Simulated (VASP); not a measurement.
# ZnSe (I-4m2) in VASP: further runs, part 3 of 3

VASP 6.6.1. The steps go on from the part before.

### Step 6. Electric field gradients, PBE (zz strain of +3 %)

Contents of INCAR:

```
SYSTEM = ZnSe
PREC = Accurate ; ENCUT = 520
EDIFF = 1E-8 ; ISMEAR = -1
SIGMA = 0.03 ; LREAL = .FALSE.
LASPH = .TRUE. ; NELM = 100
ALGO = Normal ; ISIF = 2
LWAVE = .FALSE. ; LCHARG = .FALSE.
GGA = PE ; LEFG = .TRUE.
NBANDS = 16
```

Contents of KPOINTS:

```
regular mesh
0
G
  8 8 8
  0 0 0
```

Contents of POSCAR:

```
ZnSe
1.0
    0.0000000000      2.8338000000      2.9188140000
    2.8338000000      0.0000000000      2.9188140000
    2.8338000000      2.8338000000      0.0000000000
Zn Se
1 1
Direct
    0.0000000000      0.0000000000      0.0000000000
    0.7500000000      0.7500000000      0.7500000000
```

Potentials or basis: VASP PAW PBE potentials, release 64 (Zn, Se).

The run is started by

```
$ cat potpaw_PBE.64/Zn/POTCAR potpaw_PBE.64/Se/POTCAR > POTCAR
$ mpirun -np 1 vasp_std > vasp.out
```

OUTCAR:

```text
SYSTEM = ZnSe
   PREC = Accurate
   ENCUT = 520
   EDIFF = 1E-8
   ISMEAR = -1
   LREAL = .FALSE.
   LASPH = .TRUE.
   NELM = 100
   ISIF = 2
   GGA = PE

 ion  position               nearest neighbor table
   1  0.000  0.000  0.000-   2 2.48   2 2.48   2 2.48   2 2.48
   2  0.750  0.750  0.750-   1 2.48   1 2.48   1 2.48   1 2.48

  LATTYP: Found a body centered tetragonal cell.
 ALAT       =     4.0075983931
 C/A-ratio  =     1.4566399692

  Lattice vectors:

 A1 = (  -2.8338000000,   0.0000000000,   2.9188140000)
 A2 = (   2.8338000000,   0.0000000000,   2.9188140000)
[... 668 lines left out ...]
  free  energy   TOTEN  =        -6.0289444709 eV

  energy  without entropy=       -6.0289444709  energy(sigma->0) =       -6.02894447

 Electric field gradients (V/A^2)
---------------------------------------------------------------------
 ion       V_xx      V_yy      V_zz      V_xy      V_xz      V_yz
---------------------------------------------------------------------
   1       2.324     2.324    -4.649     0.000    -0.001    -0.001
   2      -6.334    -6.334    12.668     0.000     0.000     0.000
---------------------------------------------------------------------

 Electric field gradients after diagonalization (V/A^2)
 (convention: |V_zz| > |V_xx| > |V_yy|)
----------------------------------------------------------------------
 ion       V_xx      V_yy      V_zz     asymmetry (V_yy - V_xx)/ V_zz
----------------------------------------------------------------------
   1       2.325     2.324    -4.649       0.000
   2      -6.334    -6.334    12.668       0.000
----------------------------------------------------------------------

           NMR quadrupolar parameters

 Cq : quadrupolar parameter    Cq=e*Q*V_zz/h
 eta: asymmetry parameters     (V_yy - V_xx)/ V_zz
 Q  : nuclear electric quadrupole moment in mb (millibarn)
----------------------------------------------------------------------
 ion       Cq(MHz)       eta       Q (mb)
----------------------------------------------------------------------
   1      -0.011       0.000       1.000
   2       0.031       0.000       1.000
----------------------------------------------------------------------
```

OSZICAR:

```text
N       E                     dE             d eps       ncg     rms          rms(c)
DAV:   1     0.877456276109E+02    0.87746E+02   -0.86955E+03  1888   0.128E+03
DAV:   2    -0.697027990381E+00   -0.88443E+02   -0.83352E+02  2144   0.249E+02
DAV:   3    -0.627275985418E+01   -0.55757E+01   -0.55553E+01  2272   0.612E+01
DAV:   4    -0.631878016464E+01   -0.46020E-01   -0.46016E-01  2384   0.597E+00
DAV:   5    -0.631900147029E+01   -0.22131E-03   -0.22130E-03  2384   0.372E-01    0.450E+00
DAV:   6    -0.604716533354E+01    0.27184E+00   -0.53412E-01  2776   0.233E+01    0.345E+00
DAV:   7    -0.602875230595E+01    0.18413E-01   -0.14966E-01  2184   0.341E+00    0.148E+00
DAV:   8    -0.602858708864E+01    0.16522E-03   -0.42691E-03  2488   0.620E-01    0.437E-01
DAV:   9    -0.602884091613E+01   -0.25383E-03   -0.10597E-03  2272   0.245E-01    0.672E-02
DAV:  10    -0.602894143894E+01   -0.10052E-03   -0.15587E-04  2416   0.960E-02    0.175E-02
DAV:  11    -0.602894312741E+01   -0.16885E-05   -0.28958E-05  2320   0.459E-02    0.494E-03
DAV:  12    -0.602894435341E+01   -0.12260E-05   -0.39238E-06  2448   0.132E-02    0.324E-03
DAV:  13    -0.602894442970E+01   -0.76294E-07   -0.58477E-07  2336   0.587E-03    0.680E-04
DAV:  14    -0.602894447606E+01   -0.46357E-07   -0.50802E-08  2512   0.306E-03    0.551E-04
DAV:  15    -0.602894447092E+01    0.51416E-08   -0.84430E-09  1864   0.175E-03
   1 F= -.60289445E+01 E0= -.60289445E+01  d E =-.587639E-10
```

Wall time 46 s (1 thread of Intel Xeon 6975P-C, shared host); peak memory 0.2 GiB.

What came out:

```yaml
Free_energy: -6.0289 eV
Pressure: 0.5 GPa
Band_gap_on_the_k_mesh: 1.13 eV, direct
```

Stress tensor (GPa, compression positive):
```
 0.83  0.00  0.00
 0.00  0.83  0.00
 0.00  0.00 -0.24
```

Electric field gradients, principal values (V/Å²):
| atom | least | middle | greatest (by size) |
| --- | --- | --- | --- |
| 1 Zn | 2.324 | 2.325 | -4.649 |
| 2 Se | -6.334 | -6.334 | 12.668 |

Caveat: the cell differs from its parent crystal (zz strain of +3 %); without QUAD_EFG the Cq values of the log hold for a quadrupole moment of 1 mb, not for the nuclei.

### Step 7. Electric field gradients, PBE (zz strain of +3 %)

Contents of INCAR:

```
  PREC = Accurate
  ENCUT = 520
  EDIFF = 1E-8
  ISMEAR = -1
  SIGMA = 0.03
  LREAL = False
  LASPH = True
  NELM = 60
  ALGO = Normal
  ISIF = 2
  LWAVE = False
  LCHARG = False
  GGA = PE
  LEFG = True
  NBANDS = 16
```

Contents of KPOINTS:

```
regular mesh
0
Gamma
  8 8 8
```

POSCAR is that of step 6.

Potentials or basis: VASP PAW PBE potentials, release 64 (Zn, Se).

The run is started by

```
$ cat potpaw_PBE.64/Zn/POTCAR potpaw_PBE.64/Se/POTCAR > POTCAR
$ mpirun -np 1 vasp_std > vasp.out
```

OUTCAR:

```text
PREC = Accurate
   ENCUT = 520
   EDIFF = 1E-8
   ISMEAR = -1
   LREAL = False
   LASPH = True
   NELM = 60
   ISIF = 2
   GGA = PE

 ion  position               nearest neighbor table
   1  0.000  0.000  0.000-   2 2.48   2 2.48   2 2.48   2 2.48
   2  0.750  0.750  0.750-   1 2.48   1 2.48   1 2.48   1 2.48

  LATTYP: Found a body centered tetragonal cell.
 ALAT       =     4.0075983931
 C/A-ratio  =     1.4566399692

  Lattice vectors:

 A1 = (  -2.8338000000,   0.0000000000,   2.9188140000)
 A2 = (   2.8338000000,   0.0000000000,   2.9188140000)
 A3 = (   0.0000000000,   2.8338000000,  -2.9188140000)

Analysis of symmetry for initial positions (statically):
=====================================================================
 Subroutine PRICEL returns:
 Original cell was already a primitive cell.

 Routine SETGRP: Setting up the symmetry group for a
 body centered tetragonal supercell.

[... 643 lines left out ...]
  volume of cell :       46.88
      direct lattice vectors                 reciprocal lattice vectors
     0.000000000  2.833800000  2.918814000    -0.176441527  0.176441527  0.171302454
     2.833800000  0.000000000  2.918814000     0.176441527 -0.176441527  0.171302454
     2.833800000  2.833800000  0.000000000     0.176441527  0.176441527 -0.171302454

 POSITION                                       TOTAL-FORCE (eV/Angst)
 -----------------------------------------------------------------------------------
      0.00000      0.00000      0.00000        -0.000000     -0.000000     -0.000000
      4.25070      4.25070      4.37822         0.000000      0.000000      0.000000
 -----------------------------------------------------------------------------------
    total drift:                                0.000001      0.000001      0.000001

  FREE ENERGIE OF THE ION-ELECTRON SYSTEM (eV)
  ---------------------------------------------------
  free  energy   TOTEN  =        -6.0289444709 eV

  energy  without entropy=       -6.0289444709  energy(sigma->0) =       -6.02894447

 Electric field gradients (V/A^2)
---------------------------------------------------------------------
 ion       V_xx      V_yy      V_zz      V_xy      V_xz      V_yz
---------------------------------------------------------------------
   1       2.324     2.324    -4.649     0.000    -0.001    -0.001
   2      -6.334    -6.334    12.668     0.000     0.000     0.000
---------------------------------------------------------------------

 Electric field gradients after diagonalization (V/A^2)
 (convention: |V_zz| > |V_xx| > |V_yy|)
----------------------------------------------------------------------
 ion       V_xx      V_yy      V_zz     asymmetry (V_yy - V_xx)/ V_zz
----------------------------------------------------------------------
   1       2.325     2.324    -4.649       0.000
   2      -6.334    -6.334    12.668       0.000
----------------------------------------------------------------------

           NMR quadrupolar parameters

 Cq : quadrupolar parameter    Cq=e*Q*V_zz/h
 eta: asymmetry parameters     (V_yy - V_xx)/ V_zz
 Q  : nuclear electric quadrupole moment in mb (millibarn)
----------------------------------------------------------------------
 ion       Cq(MHz)       eta       Q (mb)
----------------------------------------------------------------------
   1      -0.011       0.000       1.000
   2       0.031       0.000       1.000
----------------------------------------------------------------------
```

stdout:

```text
POSCAR found type information on POSCAR ZnSe
 POSCAR found :  2 types and       2 ions
 scaLAPACK will be used
 LDA part: xc-table for (Slater+PW92), standard interpolation
 POSCAR, INCAR and KPOINTS ok, starting setup
 FFT: planning ... GRIDC
 FFT: planning ... GRID_SOFT
 FFT: planning ... GRID
 WAVECAR not read
 entering main loop
ion   1

ion   2
```

Wall time 39 s (1 thread of Intel Xeon 6975P-C, shared host); peak memory 0.2 GiB.

Results:

| Quantity | Value |
| --- | --- |
| Free energy | -6.0289 eV |
| Pressure | 0.5 GPa |
| Band gap on the k mesh | 1.13 eV, direct |

Stress tensor (GPa, compression positive):
```
 0.83  0.00  0.00
 0.00  0.83  0.00
 0.00  0.00 -0.24
```

Electric field gradients, principal values (V/Å²):
```csv
atom,least,middle,greatest (by size)
1 Zn,2.324,2.325,-4.649
2 Se,-6.334,-6.334,12.668
```

Caveat: the cell differs from its parent crystal (zz strain of +3 %); without QUAD_EFG the Cq values of the log hold for a quadrupole moment of 1 mb, not for the nuclei.

### Step 8. Summary

| cell | gap on the mesh (eV) | pressure (GPa) |
| --- | --- | --- |
| a = 3.968, b = 3.968, c = 4.008 Å, angles 59.7, 59.7, 60.7°, 2 atoms | 1.32 | 3.8 |
| a = 3.988, b = 3.988, c = 4.008 Å, angles 59.8, 59.8, 60.3°, 2 atoms | 1.31 | 3.0 |
| a = 4.028, b = 4.028, c = 4.008 Å, angles 60.2, 60.2, 59.7°, 2 atoms | 1.24 | 1.7 |
| a = 4.048, b = 4.048, c = 4.008 Å, angles 60.3, 60.3, 59.3°, 2 atoms | 1.18 | 1.1 |
| a = 4.068, b = 4.068, c = 4.008 Å, angles 60.5, 60.5, 59.0°, 2 atoms | 1.13 | 0.5 |

Alike in all rows: task electric field gradients; level PBE; potentials or basis VASP PAW PBE potentials, release 64 (Zn, Se); no spin polarisation; k mesh 8 × 8 × 8; cutoff (eV) 520; smearing fermi-dirac 0.03 eV.

Absolute energies hang on the potentials; compare differences alone.
